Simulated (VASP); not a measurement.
# Te6Mo3H (a cell with a defect) in VASP: single point with PBE+D3(BJ)

Aim: the single point of Te6Mo3H (a cell with a defect) with PBE+D3(BJ).

Everything below comes from runs of VASP 6.6.1. Logs are shortened: lines on timing, memory, paths and dates and some standing lists are left out, and cuts for length are marked.

## Step 1: The cell of the first run

The cell holds a defect, 10 atoms: a = 3.496 Å, b = 3.496 Å, c = 21.311 Å, α = 90.00°, β = 90.00°, γ = 120.00°.

## Step 2: Single point, PBE+D3(BJ)

Input file INCAR:

```
SYSTEM = Te6Mo3H
PREC = Accurate
ENCUT = 520
EDIFF = 1E-6
ISMEAR = 0
SIGMA = 0.05
LREAL = .False.
LASPH = .True.
NELM = 60
ALGO = Normal
ISIF = 2
LWAVE = .False.
LCHARG = .False.
GGA = PE
IVDW = 12
NBANDS = 50
```

Input file KPOINTS:

```
Automatic mesh
0
Gamma
  9 9 1
  0 0 0
```

Input file POSCAR:

```
Te6Mo3H
1.0
    3.4959407812      0.0000000000      0.0000000000
   -1.7479703906      3.0275735266      0.0000000000
    0.0000000000      0.0000000000     21.3113513408
Te Mo H
6 3 1
Direct
    0.0000000000      0.0000000000      0.9147264527
    0.3333333333      0.6666666667      0.5934158068
    0.3333333333      0.6666666667      0.2359734255
    0.3333333333      0.6666666667      0.7640265745
    0.3333333333      0.6666666667      0.4065841932
    0.0000000000      0.0000000000      0.0852735473
    0.0000000000      0.0000000000      0.6786881624
    0.0000000000      0.0000000000      0.3213118376
    0.3333333333      0.6666666667      0.0000000000
    0.2822661409      0.3077997371      0.1689997125
```

Potentials or basis: VASP PAW PBE potentials, release 64 (Te, Mo_sv, H).

Command:

```console
> cat potpaw_PBE.64/Te/POTCAR potpaw_PBE.64/Mo_sv/POTCAR potpaw_PBE.64/H/POTCAR > POTCAR
> mpirun -np 1 vasp_std > vasp.out
```

OUTCAR:

```text
SYSTEM = Te6Mo3H
   PREC = Accurate
   ENCUT = 520
   EDIFF = 1E-6
   ISMEAR = 0
   LREAL = .False.
   LASPH = .True.
   NELM = 60
   ISIF = 2
   GGA = PE
   IVDW = 12
 IVDW          = 12

 ion  position               nearest neighbor table
   1  0.000  0.000  0.915-   9 2.72   9 2.72   9 2.72   6 3.63
   2  0.333  0.667  0.593-   7 2.72   7 2.72   7 2.72   4 3.64
   3  0.333  0.667  0.236-  10 1.85   8 2.72   8 2.72   8 2.72   5 3.64
   4  0.333  0.667  0.764-   7 2.72   7 2.72   7 2.72   2 3.64
   5  0.333  0.667  0.407-   8 2.72   8 2.72   8 2.72   3 3.64
   6  0.000  0.000  0.085-  10 2.06   9 2.72   9 2.72   9 2.72   1 3.63
   7  0.000  0.000  0.679-   2 2.72   2 2.72   2 2.72   4 2.72   4 2.72   4 2.72
   8  0.000  0.000  0.321-   5 2.72   5 2.72   5 2.72   3 2.72   3 2.72   3 2.72
   9  0.333  0.667  0.000-   1 2.72   6 2.72   1 2.72   6 2.72   1 2.72   6 2.72
  10  0.282  0.308  0.169-   3 1.85   6 2.06

  LATTYP: Found a hexagonal cell.
 ALAT       =     3.4959407812
 C/A-ratio  =     6.0960275573

  Lattice vectors:

 A1 = (   3.4959407812,   0.0000000000,   0.0000000000)
 A2 = (  -1.7479703906,   3.0275735266,   0.0000000000)
 A3 = (   0.0000000000,   0.0000000000,  21.3113513408)

Analysis of symmetry for initial positions (statically):
=====================================================================
 Subroutine PRICEL returns:
 Original cell was already a primitive cell.

 Routine SETGRP: Setting up the symmetry group for a
 hexagonal supercell.

 Subroutine GETGRP returns: Found  1 space group operations
 (whereof  1 operations were pure point group operations)
 out of a pool of 24 trial point group operations.

The static configuration has the point symmetry C_1 .

Analysis of symmetry for dynamics (positions and initial velocities):
=====================================================================
 Subroutine PRICEL returns:
 Original cell was already a primitive cell.

 Routine SETGRP: Setting up the symmetry group for a
 hexagonal supercell.

 Subroutine GETGRP returns: Found  1 space group operations
 (whereof  1 operations were pure point group operations)
 out of a pool of 24 trial point group operations.

The dynamic configuration has the point symmetry C_1 .

 Subroutine INISYM returns: Found  1 space group operations
 (whereof  1 operations are pure point group operations),
 and found     1 'primitive' translations

----------------------------------------------------------------------------------------

                                     Primitive cell

  volume of cell :     225.5640
[... 117 lines left out ...]
   NUPDOWN=      -1.0000    fix difference up-down
   EMIN   =  10.00;   EMAX   =-10.00  energy-range for DOS
   EFERMI =   0.00;   METHOD = LEGACY
   ISMEAR =     0;   SIGMA  =   0.05  broadening in eV -4-tet -1-fermi 0-gaus
   EFERMI_NEDOS =   21; number of points for ismear=-14 and -15
   IALGO  =     38    algorithm
   IMIX   =      4    mixing-type and parameters
     AMIX     =   0.40;   BMIX     =  1.00
     AMIX_MAG =   1.60;   BMIX_MAG =  1.00
  volume/ion in A,a.u.               =      22.56       152.22
  Fermi-wavevector in a.u.,A,eV,Ry     =   1.153968  2.180684 18.118106  1.331643
  Thomas-Fermi vector in A             =   2.290608
   LORBIT       =      0    0 simple, 1 ext, 2 COOP (PROOUT), +10 PAW based schemes
   GGA     = PE    functional components
   LHFCALC =     F    Hartree Fock is set to
   AEXX    =    0.0000 exact exchange contribution
   IVDW    =    12    specifies the selected vdW correction
   LEPSILON=     F    determine dielectric tensor
   LRPA    =     F    only Hartree local field effects (RPA)
 non-spin polarized calculation
 Gauss-broadening in eV      SIGMA  =   0.05
  energy-cutoff  :      520.00
  volume of cell :      225.56
 maximum number of plane-waves:      6151
 NGX is ok and might be reduce to    28
   NGX = 13   NGY = 13   NGZ = 79

 number of electron      79.0000002 magnetization

 Free energy of the ion-electron system (eV)
  ---------------------------------------------------
  ext. energy  EPLUGINS =         0.00000000
  ---------------------------------------------------
  free energy    TOTEN  =       -55.51931032 eV

  energy without entropy =      -55.51503764  energy(sigma->0) =      -55.51717398

 E-fermi :   8.8267     XC(G=0): -10.4606

 val. band max:        8.8215558014   @ k =  -0.1111   0.4444   0.0000
 cond. band min:       8.8300968500   @ k =  -0.2222  -0.4444   0.0000
 fundamental gap:      0.0085410486
 Fermi energy:         8.8267083801

 k-point     1 :       0.0000    0.0000    0.0000
  band No.  band energies     occupation
      1     -52.5434      2.00000
      2     -52.5120      2.00000
      3     -52.4463      2.00000
      4     -26.7457      2.00000
      5     -26.7161      2.00000
      6     -26.6286      2.00000
[... 1261 lines left out ...]
     49      11.1763      0.00000
     50      11.2664      0.00000

 [... further k-points ...]

------------------------ aborting loop because EDIFF is reached ----------------------------------------

 Edisp (eV)   -4.98020

 E8    (eV) :    -2.2728

  FORCE on cell =-STRESS in cart. coord.  units (eV):
  Direction    XX          YY          ZZ          XY          YZ          ZX
  --------------------------------------------------------------------------------------
  -------------------------------------------------------------------------------------
  Total       1.48526     0.35740     1.90721    -0.08560     1.09548    -0.40427
  in kB      10.54978     2.53861    13.54688    -0.60805     7.78121    -2.87152
  external pressure =        8.88 kB  Pullay stress =        0.00 kB

 VOLUME and BASIS-vectors are now :
 -----------------------------------------------------------------------------
  energy-cutoff  :      520.00
  volume of cell :      225.56
      direct lattice vectors                 reciprocal lattice vectors
     3.495940781  0.000000000  0.000000000     0.286046035  0.165148755  0.000000000
    -1.747970391  3.027573527  0.000000000     0.000000000  0.330297511  0.000000000
     0.000000000  0.000000000 21.311351341     0.000000000  0.000000000  0.046923350

 POSITION                                       TOTAL-FORCE (eV/Angst)
 -----------------------------------------------------------------------------------
      0.00000      0.00000     19.49406        -0.019749     -0.001657     -0.096410
     -0.00000      2.01838     12.64649        -0.001130      0.002167     -0.031345
     -0.00000      2.01838      5.02891         0.036050      0.231308      0.233164
     -0.00000      2.01838     16.28244         0.000497      0.001340      0.024434
     -0.00000      2.01838      8.66486        -0.044364      0.005275      0.110417
      0.00000      0.00000      1.81729         0.036862     -0.153654     -0.156905
      0.00000      0.00000     14.46376         0.001121     -0.002408      0.005897
      0.00000      0.00000      6.84759        -0.212904      0.040533      0.196260
     -0.00000      2.01838      0.00000        -0.120526     -0.089202      0.060163
      0.44876      0.93189      3.60161         0.324143     -0.033702     -0.345676
 -----------------------------------------------------------------------------------
    total drift:                               -0.000091      0.000155     -0.000098

  FREE ENERGIE OF THE ION-ELECTRON SYSTEM (eV)
  ---------------------------------------------------
  free  energy   TOTEN  =       -60.4995105105 eV

  energy  without entropy=      -60.4952378348  energy(sigma->0) =      -60.49737417
```

OSZICAR:

```text
N       E                     dE             d eps       ncg     rms          rms(c)
DAV:   1     0.645521078216E+03    0.64552E+03   -0.40102E+04  4620   0.141E+03
DAV:   2    -0.165070386768E+02   -0.66203E+03   -0.63961E+03  4934   0.341E+02
DAV:   3    -0.560504704072E+02   -0.39543E+02   -0.38220E+02  5008   0.721E+01
DAV:   4    -0.573320105373E+02   -0.12815E+01   -0.12662E+01  5134   0.119E+01
DAV:   5    -0.573734458955E+02   -0.41435E-01   -0.41349E-01  5704   0.220E+00    0.275E+01
DAV:   6    -0.561967002688E+02    0.11767E+01   -0.79087E+00  4722   0.130E+01    0.116E+01
DAV:   7    -0.563569745092E+02   -0.16027E+00   -0.74439E+00  4614   0.115E+01    0.815E+00
DAV:   8    -0.555175365532E+02    0.83944E+00   -0.21466E+00  4674   0.646E+00    0.407E+00
DAV:   9    -0.555401015935E+02   -0.22565E-01   -0.47759E-01  5274   0.267E+00    0.171E+00
DAV:  10    -0.555336776542E+02    0.64239E-02   -0.89603E-02  5300   0.174E+00    0.119E+00
DAV:  11    -0.555194306719E+02    0.14247E-01   -0.46194E-02  5344   0.135E+00    0.601E-01
DAV:  12    -0.555196387056E+02   -0.20803E-03   -0.12606E-02  4970   0.575E-01    0.428E-01
DAV:  13    -0.555195346345E+02    0.10407E-03   -0.25080E-03  4876   0.221E-01    0.276E-01
DAV:  14    -0.555192918368E+02    0.24280E-03   -0.68498E-04  5036   0.127E-01    0.153E-01
DAV:  15    -0.555193026362E+02   -0.10799E-04   -0.11461E-04  5094   0.395E-02    0.118E-01
DAV:  16    -0.555193101744E+02   -0.75382E-05   -0.36507E-05  4636   0.232E-02    0.557E-02
DAV:  17    -0.555193103176E+02   -0.14326E-06   -0.59711E-06  4924   0.136E-02
   1 F= -.60499511E+02 E0= -.60497374E+02  d E =-.427268E-02
```

stdout:

```text
POSCAR found type information on POSCAR TeMoH
 POSCAR found :  3 types and      10 ions
 scaLAPACK will be used
 LDA part: xc-table for (Slater+PW92), standard interpolation
 POSCAR, INCAR and KPOINTS ok, starting setup
 FFT: planning ... GRIDC
 FFT: planning ... GRID_SOFT
 FFT: planning ... GRID
 WAVECAR not read
 entering main loop
```

Wall time 7.3 min (1 thread of AMD EPYC 9R45 (Zen 5), shared host); peak memory 0.55 GiB.

Results:

| Property | Result |
| --- | --- |
| Free energy | -60.4995 eV |
| Pressure | 0.9 GPa |
| Largest force | 0.475 eV/Å |
| Band gap on the k mesh | zero (an odd number of electrons rules out a gap without spin polarisation) |
| Dispersion energy per atom | -0.498 eV |

Forces in eV/Å, atoms in the order of the input:
```
Te  -0.020 -0.002 -0.096
Te  -0.001  0.002 -0.031
Te   0.036  0.231  0.233
Te   0.000  0.001  0.024
Te  -0.044  0.005  0.110
Te   0.037 -0.154 -0.157
Mo   0.001 -0.002  0.006
Mo  -0.213  0.041  0.196
Mo  -0.121 -0.089  0.060
H    0.324 -0.034 -0.346
```

Stress tensor (GPa, compression positive):
```
 1.05 -0.06 -0.29
-0.06  0.25  0.78
-0.29  0.78  1.35
```

Levels at points of the mesh, in eV from the Fermi level:
```csv
k point,band 35,band 36,band 37,band 38,band 39,band 40,band 41,band 42,band 43,band 44
"(0.00, 0.00, 0.00)",-1.45,-1.45,-1.31,-0.90,-0.53,0.89,2.07,2.25,2.28,2.48
```

Caveat: spin-orbit coupling is left out, which moves the levels of the heavy elements.
